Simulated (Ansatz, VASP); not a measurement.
# Si2Ni in VASP and in Ansatz

Contents of INCAR:

```
SYSTEM = Si2Ni
PREC = Accurate
ENCUT = 520
EDIFF = 1E-6
ISMEAR = 0
SIGMA = 0.02
LREAL = .FALSE.
LASPH = .TRUE.
NELM = 150
ALGO = Normal
ISIF = 2
LWAVE = .FALSE.
LCHARG = .TRUE.
ISPIN = 2
MAGMOM = 1 0 0
LORBIT = 11
LMAXMIX = 4
GGA = PE
LELF = .TRUE.
LVHAR = .TRUE.
NBANDS = 20
```

KPOINTS

```
Automatic mesh
0
G
  9 9 9
  0 0 0
```

POSCAR

```
Si2Ni
1.0
    0.0000000000      2.7030000000      2.7030000000
    2.7030000000      0.0000000000      2.7030000000
    2.7030000000      2.7030000000      0.0000000000
Ni Si
1 2
Direct
    0.0000000000      0.0000000000      0.0000000000
    0.7500000000      0.7500000000      0.7500000000
    0.2500000000      0.2500000000      0.2500000000
```

The input input.yaml:

```yaml
crystal:
  lattice:
    - [0.0, 2.703, 2.703]
    - [2.703, 0.0, 2.703]
    - [2.703, 2.703, 0.0]
  atoms:
    - { symbol: Ni, position: [0.0, 0.0, 0.0], spin: 1.0 }
    - { symbol: Si, position: [0.75, 0.75, 0.75] }
    - { symbol: Si, position: [0.25, 0.25, 0.25] }
hamiltonian:
  xc: pbe
  pseudopotentials: { kind: paw }
magnetization:
  spin_polarized: true
kpoints:
  mp_grid: { grid: [9, 9, 9] }
scf:
  occupations: { method: gaussian, width: 0.02 }
output:
  forces: true
  stress: true
  eigenvalues: true
```

Alike in both runs: task single point; functional PBE; k mesh 9 × 9 × 9; occupations gaussian, width 0.02 eV; collinear spin.

|  | VASP | Ansatz |
| --- | --- | --- |
| version | VASP 6.6.1 | Ansatz 0.2.0 |
| potentials or method | VASP PAW PBE potentials, release 64 (Ni, Si) | Ansatz PAW |
| plane-wave cutoff (eV) | 520 | 420 |
| valence electrons in the cell | 18 | 26 |

```tsv
	VASP	Ansatz	Ansatz less VASP
gap on the k mesh at the Fermi level (eV)	none	none	-
pressure (GPa)	3.8	4.0	+0.15
net moment per atom (μB)	0.00	0.00	0.000
```

A gap of «none» marks a metal or a gap that the smearing closes. VASP's potentials hold 18 valence electrons a cell and Ansatz's 26, so a difference there can come from the potentials and not from the codes.
